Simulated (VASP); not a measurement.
# SrO (Fm-3m) in VASP: settings compared

SrO is run at these levels: revPBE+D4, PBE+D4, PBE; tasks: single point.

All numbers are computed with VASP 6.6.1; they aren't measurements. Logs are shortened: lines on timing, memory, paths and dates and some standing lists are left out, and cuts for length are marked.

## Step 1: The cell of the first run

The structure is cubic, space group Fm-3m (No. 225). The conventional cell has a = 5.183 Å, b = 5.183 Å, c = 5.183 Å, α = 90.00°, β = 90.00°, γ = 90.00°. Within 3.4 Å of Sr (site symmetry m-3m) lie 6 O at 2.59 Å. Within 3.4 Å of O (site symmetry m-3m) lie 6 Sr at 2.59 Å.

## Step 2: Single point, revPBE+D4

Input file INCAR:

```
SYSTEM = SrO
PREC     = Accurate       ! precision mode
ENCUT    = 520            ! plane-wave cutoff, eV
EDIFF    = 1E-6           ! SCF threshold, eV
ISMEAR   = -1             ! smearing method
SIGMA    = 0.05           ! smearing width, eV
LREAL    = .False.        ! projectors in reciprocal space
LASPH    = .True.         ! aspherical terms in the spheres
NELM     = 60             ! most SCF steps
ALGO     = Normal         ! electronic algorithm
ISIF     = 2              ! what is computed and relaxed
LWAVE    = .False.        ! write WAVECAR
LCHARG   = .False.        ! write CHGCAR
GGA      = RE             ! functional
IVDW     = 13             ! dispersion correction
NBANDS   = 15             ! bands
```

Input file KPOINTS:

```
Automatic mesh
0
Gamma
  9 9 9
  0 0 0
```

Input file POSCAR:

```
SrO
1.0
    0.0000000000      2.5913117168      2.5913117168
    2.5913117168      0.0000000000      2.5913117168
    2.5913117168      2.5913117168      0.0000000000
Sr O
1 1
Direct
    0.5000000000      0.5000000000      0.5000000000
    0.0000000000      0.0000000000      0.0000000000
```

Potentials or basis: VASP PAW PBE potentials, release 64 (Sr_sv, O).

Command:

```sh
cat potpaw_PBE.64/Sr_sv/POTCAR potpaw_PBE.64/O/POTCAR > POTCAR
mpirun -np 1 vasp_std > vasp.out
```

OUTCAR:

```text
SYSTEM = SrO
   PREC = Accurate
   ENCUT = 520
   EDIFF = 1E-6
   ISMEAR = -1
   LREAL = .False.
   LASPH = .True.
   NELM = 60
   ISIF = 2
   GGA = RE
   IVDW = 13

 ion  position               nearest neighbor table
   1  0.500  0.500  0.500-   2 2.59   2 2.59   2 2.59   2 2.59   2 2.59   2 2.59
   2  0.000  0.000  0.000-   1 2.59   1 2.59   1 2.59   1 2.59   1 2.59   1 2.59

  LATTYP: Found a face centered cubic cell.
 ALAT       =     5.1826234336

  Lattice vectors:

 A1 = (   0.0000000000,   2.5913117168,   2.5913117168)
 A2 = (   2.5913117168,   0.0000000000,   2.5913117168)
 A3 = (   2.5913117168,   2.5913117168,   0.0000000000)

Analysis of symmetry for initial positions (statically):
=====================================================================
 Subroutine PRICEL returns:
 Original cell was already a primitive cell.

 Routine SETGRP: Setting up the symmetry group for a
 face centered cubic supercell.

 Subroutine GETGRP returns: Found 48 space group operations
[... 9 lines left out ...]

 Routine SETGRP: Setting up the symmetry group for a
 face centered cubic supercell.

 Subroutine GETGRP returns: Found 48 space group operations
[... 11 lines left out ...]
                                     Primitive cell

  volume of cell :      34.8008

  direct lattice vectors                    reciprocal lattice vectors
     0.000000000  2.591311717  2.591311717    -0.192952471  0.192952471  0.192952471
     2.591311717  0.000000000  2.591311717     0.192952471 -0.192952471  0.192952471
     2.591311717  2.591311717  0.000000000     0.192952471  0.192952471 -0.192952471

  length of vectors
     3.664668174  3.664668174  3.664668174     0.334203484  0.334203484  0.334203484

  position of ions in fractional coordinates (direct lattice)
     0.500000000  0.500000000  0.500000000
     0.000000000  0.000000000  0.000000000

  ion indices of the primitive-cell ions
   primitive index   ion index
                 1           1
                 2           2

----------------------------------------------------------------------------------------

 KPOINTS: Automatic mesh

Automatic generation of k-mesh.
 Grid dimensions read from file:
 generate k-points for:    9    9    9

 Generating k-lattice:

  Cartesian coordinates                     Fractional coordinates (reciprocal lattice)
    -0.021439163  0.021439163  0.021439163     0.111111111  0.000000000  0.000000000
     0.021439163 -0.021439163  0.021439163     0.000000000  0.111111111  0.000000000
     0.021439163  0.021439163 -0.021439163     0.000000000  0.000000000  0.111111111

  Length of vectors
     0.037133720  0.037133720  0.037133720

  Shift w.r.t. Gamma in fractional coordinates (k-lattice)
     0.000000000  0.000000000  0.000000000

 Subroutine IBZKPT returns following result:
 ===========================================

 Found     35 irreducible k-points:

 Following reciprocal coordinates:
            Coordinates               Weight
  0.000000  0.000000  0.000000      1.000000
  0.111111  0.000000  0.000000      8.000000
  0.222222  0.000000  0.000000      8.000000
  0.333333  0.000000  0.000000      8.000000
  0.444444  0.000000  0.000000      8.000000
  0.111111  0.111111  0.000000      6.000000
[... 16 lines left out ...]
 -0.333333  0.333333  0.000000     12.000000
  0.444444  0.444444  0.000000      6.000000
 [... further k-points ...]
   k-points           NKPTS =     35   k-points in BZ     NKDIM =     35   number of bands    NBANDS=     15
   number of dos      NEDOS =    301   number of ions     NIONS =      2
   total plane-waves  NPLWV =  21952
   dimension x,y,z NGX =    28 NGY =   28 NGZ =   28
   dimension x,y,z NGXF=    56 NGYF=   56 NGZF=   56
   ions per type =               1   1
   NGX,Y,Z   is equivalent  to a cutoff of  12.70, 12.70, 12.70 a.u.
   NGXF,Y,Z  is equivalent  to a cutoff of  25.40, 25.40, 25.40 a.u.
 SYSTEM =  SrO
   PREC   = accura    normal or accurate (medium, high low for compatibility)
   ISTART =      0    job   : 0-new  1-cont  2-samecut
   ICHARG =      2    charge: 1-file 2-atom 10-const
   ISPIN  =      1    spin polarized calculation?
   LNONCOLLINEAR =      F non collinear calculations
   LSORBIT =      F    spin-orbit coupling
   LASPH  =      T    aspherical Exc in radial PAW
   ENCUT  =  520.0 eV  38.22 Ry    6.18 a.u.   6.81  6.81  6.81*2*pi/ulx,y,z
   NELM   =     60;   NELMIN=  2; NELMDL= -5     # of ELM steps
   EDIFF  = 0.1E-05   stopping-criterion for ELM
   LREAL  =      F    real-space projection
   EDIFFG = 0.1E-04   stopping-criterion for IOM
   NSW    =      0    number of steps for IOM
   IBRION =     -1    ionic relax: 0-MD 1-quasi-New 2-CG
   NFREE  =      0    steps in history (QN), initial steepest desc. (CG)
   ISIF   =      2    stress and relaxation
   ISYM   =      2    0-nonsym 1-usesym 2-fastsym
   POTIM  = 0.5000    time-step for ionic-motion
   TEBEG  =    0.0;   TEEND  =   0.0 temperature during run
   PSTRESS=    0.0 pullay stress
   NELECT =      16.0000    total number of electrons
   NUPDOWN=      -1.0000    fix difference up-down
   EMIN   =  10.00;   EMAX   =-10.00  energy-range for DOS
   EFERMI =   0.00;   METHOD = LEGACY
   ISMEAR =    -1;   SIGMA  =   0.05  broadening in eV -4-tet -1-fermi 0-gaus
   EFERMI_NEDOS =   21; number of points for ismear=-14 and -15
   IALGO  =     38    algorithm
   IMIX   =      4    mixing-type and parameters
     AMIX     =   0.40;   BMIX     =  1.00
     AMIX_MAG =   1.60;   BMIX_MAG =  1.00
  volume/ion in A,a.u.               =      17.40       117.42
  Fermi-wavevector in a.u.,A,eV,Ry     =   1.263529  2.387723 21.721772  1.596505
  Thomas-Fermi vector in A             =   2.396881
   LORBIT       =      0    0 simple, 1 ext, 2 COOP (PROOUT), +10 PAW based schemes
   GGA     = RE    functional components
   LHFCALC =     F    Hartree Fock is set to
   AEXX    =    0.0000 exact exchange contribution
   IVDW    =    13    specifies the selected vdW correction
   LEPSILON=     F    determine dielectric tensor
   LRPA    =     F    only Hartree local field effects (RPA)
 non-spin polarized calculation
  energy-cutoff  :      520.00
  volume of cell :       34.80
 maximum number of plane-waves:       954
   NGX = 13   NGY = 13   NGZ = 13

 number of electron      15.9999999 magnetization

 Free energy of the ion-electron system (eV)
  ---------------------------------------------------
  ext. energy  EPLUGINS =         0.00000000
  ---------------------------------------------------
  free energy    TOTEN  =       -11.45005746 eV

  energy without entropy =      -11.45005746  energy(sigma->0) =      -11.45005746

 E-fermi :   2.7330     XC(G=0):  -9.7267

 val. band max:        1.6877779814   @ k =   0.0000   0.0000   0.0000
 cond. band min:       5.1077995699   @ k =   0.4444   0.4444   0.0000
 fundamental gap:      3.4200215885
 Fermi energy:         2.7330072460

 k-point     1 :       0.0000    0.0000    0.0000
  band No.  band energies     occupation
      1     -30.8595      2.00000
      2     -13.4431      2.00000
      3     -12.5277      2.00000
      4     -12.5277      2.00000
      5     -12.5277      2.00000
      6       1.6878      2.00000
      7       1.6878      2.00000
      8       1.6878      2.00000
      9       5.6361      0.00000
     10       7.8927      0.00000
     11       7.8927      0.00000
     12       7.8927      0.00000
     13       9.9631      0.00000
     14       9.9631      0.00000
     15      14.4433      0.00000

 k-point     2 :       0.1111    0.0000    0.0000
  band No.  band energies     occupation
      1     -30.8454      2.00000
      2     -13.7510      2.00000
      3     -12.5367      2.00000
      4     -12.5367      2.00000
      5     -12.2548      2.00000
      6       1.3334      2.00000
      7       1.5369      2.00000
      8       1.5369      2.00000
      9       6.1848      0.00000
     10       7.7748      0.00000
     11       8.1269      0.00000
     12       8.1269      0.00000
     13      10.2747      0.00000
     14      10.2747      0.00000
     15      15.2100      0.00000

 k-point     3 :       0.2222    0.0000    0.0000
  band No.  band energies     occupation
      1     -30.8093      2.00000
      2     -14.2487      2.00000
      3     -12.5594      2.00000
      4     -12.5594      2.00000
      5     -11.8463      2.00000
      6       0.6335      2.00000
      7       1.1887      2.00000
      8       1.1887      2.00000
      9       7.4179      0.00000
     10       7.7168      0.00000
     11       8.7772      0.00000
     12       8.7772      0.00000
     13      11.0820      0.00000
     14      11.0820      0.00000
     15      16.9056      0.00000

 k-point     4 :       0.3333    0.0000    0.0000
  band No.  band energies     occupation
      1     -30.7679      2.00000
      2     -14.6611      2.00000
      3     -12.5848      2.00000
      4     -12.5848      2.00000
      5     -11.5356      2.00000
      6       0.0039      2.00000
      7       0.8378      2.00000
      8       0.8378      2.00000
      9       7.8677      0.00000
     10       8.8839      0.00000
     11       9.6490      0.00000
     12       9.6490      0.00000
     13      12.1370      0.00000
     14      12.1370      0.00000
     15      17.3251      0.00000
[... 307 lines left out ...]
 k-point    22 :      -0.4444    0.3333    0.0000
  band No.  band energies     occupation
      1     -30.7057      2.00000
      2     -14.1786      2.00000
      3     -13.1766      2.00000
      4     -12.7789      2.00000
      5     -12.1464      2.00000
      6       0.8358      2.00000
      7       1.1257      2.00000
      8       1.1917      2.00000
      9       6.2875      0.00000
     10       9.6279      0.00000
     11      10.3211      0.00000
     12      11.6971      0.00000
     13      12.4146      0.00000
     14      14.5918      0.00000
     15      14.7706      0.00000

 k-point    23 :      -0.3333    0.3333    0.0000
  band No.  band energies     occupation
      1     -30.7090      2.00000
      2     -14.3976      2.00000
      3     -13.1496      2.00000
      4     -12.7132      2.00000
      5     -11.8609      2.00000
      6       0.4076      2.00000
      7       0.9103      2.00000
      8       1.1869      2.00000
      9       7.3829      0.00000
     10       8.8540      0.00000
     11      10.4801      0.00000
     12      11.1106      0.00000
     13      12.7771      0.00000
     14      14.3190      0.00000
     15      16.4456      0.00000

 k-point    24 :       0.4444    0.4444    0.0000
  band No.  band energies     occupation
      1     -30.7059      2.00000
      2     -13.7263      2.00000
      3     -13.0324      2.00000
      4     -12.8502      2.00000
      5     -12.8502      2.00000
      6       1.1179      2.00000
      7       1.5776      2.00000
      8       1.5776      2.00000
      9       5.1078      0.00000
     10       9.2409      0.00000
     11      11.6114      0.00000
     12      11.9638      0.00000
     13      12.3968      0.00000
     14      12.3968      0.00000
     15      15.5519      0.00000

 [... further k-points ...]

------------------------ aborting loop because EDIFF is reached ----------------------------------------

  DFT-D4 for vdW energy calculation

  Edisp (eV):   -0.53181

  FORCE on cell =-STRESS in cart. coord.  units (eV):
  Direction    XX          YY          ZZ          XY          YZ          ZX
  --------------------------------------------------------------------------------------
  -------------------------------------------------------------------------------------
  Total       0.11701     0.11701     0.11701    -0.00000    -0.00000     0.00000
  in kB       5.38691     5.38691     5.38691    -0.00000    -0.00000     0.00000
  external pressure =        5.39 kB  Pullay stress =        0.00 kB

 VOLUME and BASIS-vectors are now :
 -----------------------------------------------------------------------------
  energy-cutoff  :      520.00
  volume of cell :       34.80
      direct lattice vectors                 reciprocal lattice vectors
     0.000000000  2.591311717  2.591311717    -0.192952471  0.192952471  0.192952471
     2.591311717  0.000000000  2.591311717     0.192952471 -0.192952471  0.192952471
     2.591311717  2.591311717  0.000000000     0.192952471  0.192952471 -0.192952471

 POSITION                                       TOTAL-FORCE (eV/Angst)
 -----------------------------------------------------------------------------------
      2.59131      2.59131      2.59131         0.000000      0.000000      0.000000
      0.00000      0.00000      0.00000         0.000000      0.000000     -0.000000
 -----------------------------------------------------------------------------------
    total drift:                                0.000000      0.000000      0.000000

  FREE ENERGIE OF THE ION-ELECTRON SYSTEM (eV)
  ---------------------------------------------------
  free  energy   TOTEN  =       -11.9818674561 eV

  energy  without entropy=      -11.9818674561  energy(sigma->0) =      -11.98186746
```

It took 21 s on 1 thread of Intel Xeon Platinum 8488C (Sapphire Rapids), shared host; peak memory 0.15 GiB.

Results:

```yaml
Free_energy: -11.9819 eV
Pressure: 0.5 GPa
Band_gap_on_the_k_mesh: 3.42 eV, indirect (least direct gap 3.53 eV)
Dispersion_energy_per_atom: -0.266 eV
```

Caveat: the PAW data sets were made with another functional, which shifts forces and pressure a little.

## Step 3: Single point, PBE+D4

This run uses another cell than the first one, of 17.19 Å³/atom, 0.988 times its volume.

Input file INCAR:

```
PREC     = Accurate       # precision mode
ENCUT    = 520            # plane-wave cutoff, eV
EDIFF    = 1E-6           # SCF threshold, eV
ISMEAR   = -1             # smearing method
SIGMA    = 0.05           # smearing width, eV
LREAL    = False          # projectors in reciprocal space
LASPH    = True           # aspherical terms in the spheres
NELM     = 80             # most SCF steps
ALGO     = Normal         # electronic algorithm
ISIF     = 2              # what is computed and relaxed
LWAVE    = False          # write WAVECAR
LCHARG   = True           # write CHGCAR
GGA      = PE             # functional
IVDW     = 13             # dispersion correction
LELF     = True           # ELF
LVHAR    = True         
NBANDS   = 15             # bands
```

Input file KPOINTS:

```
Automatic mesh
0
Gamma
  9 9 9
```

Input file POSCAR:

```
SrO
1.0
    0.0000000000      2.5810190388      2.5810190388
    2.5810190388      0.0000000000      2.5810190388
    2.5810190388      2.5810190388      0.0000000000
Sr O
1 1
Direct
    0.5000000000      0.5000000000      0.5000000000
    0.0000000000      0.0000000000      0.0000000000
```

Potentials or basis: VASP PAW PBE potentials, release 64 (Sr_sv, O).

Command:

```sh
cat potpaw_PBE.64/Sr_sv/POTCAR potpaw_PBE.64/O/POTCAR > POTCAR
mpirun -np 1 vasp_std > vasp.out
```

It took 23 s on 1 thread of Intel Xeon Platinum 8488C (Sapphire Rapids), shared host; peak memory 0.16 GiB.

It converged, with:

```yaml
Free_energy: -12.3858 eV
Pressure: 0.5 GPa
Band_gap_on_the_k_mesh: 3.33 eV, indirect (least direct gap 3.43 eV)
Dispersion_energy_per_atom: -0.169 eV
```

Levels at points of the mesh, in eV from the valence-band top:
| k point | band 6 | band 7 | band 8 | band 9 | band 10 | band 11 |
| --- | --- | --- | --- | --- | --- | --- |
| (0.00, 0.00, 0.00) | 0.00 | 0.00 | 0.00 | 3.90 | 6.18 | 6.18 |

A k mesh can miss the band edges. A hybrid or GW would open this gap; PBE tends to underestimate it.

(Continued in part 2 of 2.)
